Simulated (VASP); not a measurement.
# Al2Cu (P4/mmm) in VASP: further runs

Al2Cu is run at these levels: LDA; tasks: single point.

All numbers are computed with VASP 6.6.1; they aren't measurements. Logs are shortened: lines on timing, memory, paths and dates and some standing lists are left out, and cuts for length are marked.

## 1. The cell of the first run

It takes space group P4/mmm (No. 123, tetragonal). Conventional cell: a = 3.854 Å, b = 3.854 Å, c = 2.897 Å, α = 90.00°, β = 90.00°, γ = 90.00°. Within 3.2 Å of Al (site symmetry mmm) lie 4 Cu at 2.41 Å and 6 Al at 2.72 to 2.90 Å. Within 3.2 Å of Cu (site symmetry 4/mmm) lie 8 Al at 2.41 Å and 2 Cu at 2.90 Å.

## 2. Single point, LDA

Contents of INCAR:

```
ALGO     = Fast           # electronic algorithm
EDIFF    = 1E-7           # SCF threshold, eV
ENCUT    = 520            # plane-wave cutoff, eV
GGA      = CA             # functional
ISIF     = 2              # what is computed and relaxed
ISMEAR   = 0              # smearing method
LASPH    = T              # aspherical terms in the spheres
LCHARG   = F              # write CHGCAR
LREAL    = F              # projectors in reciprocal space
LWAVE    = F              # write WAVECAR
NBANDS   = 16             # bands
NELM     = 100            # most SCF steps
PREC     = Accurate       # precision mode
SIGMA    = 0.15           # smearing width, eV
```

Contents of KPOINTS:

```
k-points
0
Gamma
  10 10 14
```

Contents of POSCAR:

```
Al2Cu
1.0
    3.8536000000      0.0000000000      0.0000000000
    0.0000000000      3.8536000000      0.0000000000
    0.0000000000      0.0000000000      2.8966000000
Al Cu
2 1
Direct
    0.5000000000      0.0000000000      0.5000000000
    0.0000000000      0.5000000000      0.5000000000
    0.0000000000      0.0000000000      0.0000000000
```

Potentials or basis: VASP PAW LDA potentials, release 64 (Al, Cu).

Started as:

```console
cat potpaw_LDA.64/Al/POTCAR potpaw_LDA.64/Cu/POTCAR > POTCAR
mpirun -np 1 vasp_std > vasp.out
```

OUTCAR:

```text
EDIFF = 1E-7
   ENCUT = 520
   GGA = CA
   ISIF = 2
   ISMEAR = 0
   LASPH = T
   LREAL = F
   NELM = 100
   PREC = Accurate

 ion  position               nearest neighbor table
   1  0.500  0.000  0.500-   3 2.41   3 2.41   3 2.41   3 2.41   2 2.72   2 2.72   2 2.72   2 2.72

   2  0.000  0.500  0.500-   3 2.41   3 2.41   3 2.41   3 2.41   1 2.72   1 2.72   1 2.72   1 2.72

   3  0.000  0.000  0.000-   1 2.41   2 2.41   1 2.41   2 2.41   2 2.41   2 2.41   1 2.41   1 2.41

  LATTYP: Found a simple tetragonal cell.
 ALAT       =     3.8536000000
 C/A-ratio  =     0.7516607847

  Lattice vectors:

 A1 = (   3.8536000000,   0.0000000000,   0.0000000000)
 A2 = (   0.0000000000,   3.8536000000,   0.0000000000)
 A3 = (   0.0000000000,   0.0000000000,   2.8966000000)

Analysis of symmetry for initial positions (statically):
=====================================================================
 Subroutine PRICEL returns:
 Original cell was already a primitive cell.

 Routine SETGRP: Setting up the symmetry group for a
 simple tetragonal supercell.

 Subroutine GETGRP returns: Found 16 space group operations
 (whereof 16 operations were pure point group operations)
 out of a pool of 16 trial point group operations.

The static configuration has the point symmetry D_4h.

Analysis of symmetry for dynamics (positions and initial velocities):
=====================================================================
 Subroutine PRICEL returns:
 Original cell was already a primitive cell.

 Routine SETGRP: Setting up the symmetry group for a
 simple tetragonal supercell.

 Subroutine GETGRP returns: Found 16 space group operations
 (whereof 16 operations were pure point group operations)
 out of a pool of 16 trial point group operations.

The dynamic configuration has the point symmetry D_4h.

 Subroutine INISYM returns: Found 16 space group operations
 (whereof 16 operations are pure point group operations),
 and found     1 'primitive' translations

----------------------------------------------------------------------------------------

                                     Primitive cell

  volume of cell :      43.0152

  direct lattice vectors                    reciprocal lattice vectors
     3.853600000  0.000000000  0.000000000     0.259497613  0.000000000  0.000000000
     0.000000000  3.853600000  0.000000000     0.000000000  0.259497613  0.000000000
     0.000000000  0.000000000  2.896600000     0.000000000  0.000000000  0.345232341

  length of vectors
[... 88 lines left out ...]
   IBRION =     -1    ionic relax: 0-MD 1-quasi-New 2-CG
   NFREE  =      0    steps in history (QN), initial steepest desc. (CG)
   ISIF   =      2    stress and relaxation
   ISYM   =      2    0-nonsym 1-usesym 2-fastsym
   POTIM  = 0.5000    time-step for ionic-motion
   TEBEG  =    0.0;   TEEND  =   0.0 temperature during run
   PSTRESS=    0.0 pullay stress
   NELECT =      17.0000    total number of electrons
   NUPDOWN=      -1.0000    fix difference up-down
   EMIN   =  10.00;   EMAX   =-10.00  energy-range for DOS
   EFERMI =   0.00;   METHOD = LEGACY
   ISMEAR =     0;   SIGMA  =   0.15  broadening in eV -4-tet -1-fermi 0-gaus
   EFERMI_NEDOS =   21; number of points for ismear=-14 and -15
   IALGO  =     68    algorithm
   IMIX   =      4    mixing-type and parameters
     AMIX     =   0.40;   BMIX     =  1.00
     AMIX_MAG =   1.60;   BMIX_MAG =  1.00
  volume/ion in A,a.u.               =      14.34        96.76
  Fermi-wavevector in a.u.,A,eV,Ry     =   1.201390  2.270297 19.637792  1.443337
  Thomas-Fermi vector in A             =   2.337200
   LORBIT       =      0    0 simple, 1 ext, 2 COOP (PROOUT), +10 PAW based schemes
   GGA     = CA    functional components
   LHFCALC =     F    Hartree Fock is set to
   AEXX    =    0.0000 exact exchange contribution
   IVDW    =     0    specifies the selected vdW correction
   LEPSILON=     F    determine dielectric tensor
   LRPA    =     F    only Hartree local field effects (RPA)
 non-spin polarized calculation
 RMM-DIIS sequential band-by-band and
 Gauss-broadening in eV      SIGMA  =   0.15
  energy-cutoff  :      520.00
  volume of cell :       43.02
 maximum number of plane-waves:      1192
 NGX is ok and might be reduce to    30
   NGX = 15   NGY = 15   NGZ = 11

 number of electron      16.9999981 magnetization

 Free energy of the ion-electron system (eV)
  ---------------------------------------------------
  ext. energy  EPLUGINS =         0.00000000
  ---------------------------------------------------
  free energy    TOTEN  =       -13.08231971 eV

  energy without entropy =      -13.07246683  energy(sigma->0) =      -13.07739327

 E-fermi :   8.1476     XC(G=0): -11.1172

 val. band max:        8.1459721950   @ k =   0.5000   0.3000   0.3571
 cond. band min:       8.1714681511   @ k =   0.3000   0.1000   0.4286
 fundamental gap:      0.0254959562
 Fermi energy:         8.1475671981

 k-point     1 :       0.0000    0.0000    0.0000
  band No.  band energies     occupation
      1      -3.0695      2.00000
      2       2.4505      2.00000
      3       2.7591      2.00000
      4       3.5748      2.00000
      5       3.6209      2.00000
      6       3.6209      2.00000
[... 433 lines left out ...]
      3       2.7503      2.00000
      4       3.4810      2.00000
      5       3.5094      2.00000
      6       3.5623      2.00000
[... 8 lines left out ...]
     15      18.3936      0.00000
     16      19.7773      0.00000

 [... further k-points ...]

------------------------ aborting loop because EDIFF is reached ----------------------------------------

  FORCE on cell =-STRESS in cart. coord.  units (eV):
  Direction    XX          YY          ZZ          XY          YZ          ZX
  --------------------------------------------------------------------------------------
  -------------------------------------------------------------------------------------
  Total        3.3759304      3.3759304      0.7523898      0.0000000      0.0000000      0.0000000
  in kB      125.7425533    125.7425533     28.0241001      0.0000000      0.0000000      0.0000000
  external PRESSURE =      93.1697355 kB  Pullay stress =       0.0000000 kB

 VOLUME and BASIS-vectors are now :
 -----------------------------------------------------------------------------
  energy-cutoff  :      520.00
  volume of cell :       43.02
      direct lattice vectors                 reciprocal lattice vectors
     3.853600000  0.000000000  0.000000000     0.259497613  0.000000000  0.000000000
     0.000000000  3.853600000  0.000000000     0.000000000  0.259497613  0.000000000
     0.000000000  0.000000000  2.896600000     0.000000000  0.000000000  0.345232341

 POSITION                                       TOTAL-FORCE (eV/Angst)
 -----------------------------------------------------------------------------------
      1.92680      0.00000      1.44830         0.000000      0.000000      0.000000
      0.00000      1.92680      1.44830         0.000000      0.000000      0.000000
      0.00000      0.00000      0.00000         0.000000      0.000000      0.000000
 -----------------------------------------------------------------------------------
    total drift:                                0.000000      0.000000      0.000000

  FREE ENERGIE OF THE ION-ELECTRON SYSTEM (eV)
  ---------------------------------------------------
  free  energy   TOTEN  =       -13.0823197119 eV

  energy  without entropy=      -13.0724668331  energy(sigma->0) =      -13.07739327
```

stdout:

```text
POSCAR found type information on POSCAR AlCu
 POSCAR found :  2 types and       3 ions
 scaLAPACK will be used
 LDA part: xc-table for (Slater(with rela. corr.)+CA(PZ))
 , standard interpolation
 POSCAR, INCAR and KPOINTS ok, starting setup
 FFT: planning ... GRIDC
 FFT: planning ... GRID_SOFT
 FFT: planning ... GRID
 WAVECAR not read
 entering main loop
```

Run time: 59 s. Hardware: 1 thread of Intel Xeon 6975P-C (Granite Rapids), shared host; peak memory 0.22 GiB.

What came out:

```yaml
Free_energy: -13.0823 eV
Pressure: 9.3 GPa
```

## 3. Single point, LDA

This run uses another cell than the first one, of 14.55 Å³/atom, 1.015 times its volume.

Contents of INCAR:

```
SYSTEM = Al2Cu
ALGO = Normal
EDIFF = 1E-7
ENCUT = 520
ISIF = 2
ISMEAR = 0
LASPH = .TRUE.
LCHARG = .TRUE.
LELF = .TRUE.
LREAL = .FALSE.
LVHAR = .TRUE.
LWAVE = .FALSE.
NBANDS = 16
NELM = 60
PREC = Accurate
SIGMA = 0.15
```

Contents of KPOINTS:

```
k-points
0
G
  10 10 14
  0 0 0
```

Contents of POSCAR:

```
Al2Cu
1.0
    4.0422638858      0.0000000000      0.0000000000
    0.0000000000      4.0422638858      0.0000000000
    0.0000000000      0.0000000000      2.6709000000
Al Cu
2 1
Direct
    0.5000000000      0.0000000000      0.5000000000
    0.0000000000      0.5000000000      0.5000000000
    0.0000000000      0.0000000000      0.0000000000
```

Potentials or basis: VASP PAW LDA potentials, release 64 (Al, Cu).

Started as:

```console
cat potpaw_LDA.64/Al/POTCAR potpaw_LDA.64/Cu/POTCAR > POTCAR
mpirun -np 1 vasp_std > vasp.out
```

Wall time 47 s (1 thread of Intel Xeon 6975P-C (Granite Rapids), shared host); peak memory 0.21 GiB.

It converged, with:

```yaml
Free_energy: -13.1475 eV
Pressure: 7.4 GPa
```

Stress tensor (GPa, compression positive):
```
 5.45  0.00  0.00
 0.00  5.45  0.00
 0.00  0.00 11.31
```

Levels at points of the mesh, in eV from the Fermi level:
```tsv
k point	band 5	band 6	band 7	band 8	band 9	band 10	band 11	band 12	band 13	band 14
(0.00, 0.00, 0.00)	-4.51	-4.51	-3.00	-3.00	-0.39	0.50	5.81	5.81	6.85	7.51
(0.50, 0.00, 0.00)	-5.04	-4.53	-4.51	-1.69	1.27	1.31	1.59	8.09	9.39	9.51
(0.50, 0.50, 0.00)	-5.06	-4.94	-4.52	-4.52	-2.79	8.48	8.48	9.82	9.89	10.59
(0.00, 0.00, 0.50)	-5.43	-4.64	-3.10	2.26	2.55	2.55	2.98	2.98	3.27	4.51
(0.50, 0.00, 0.50)	-4.75	-4.72	-3.41	-2.44	-1.46	3.82	4.00	4.88	5.48	6.06
(0.50, 0.50, 0.50)	-4.48	-3.60	-2.62	-2.62	-0.63	-0.61	0.42	0.42	2.29	12.07
```
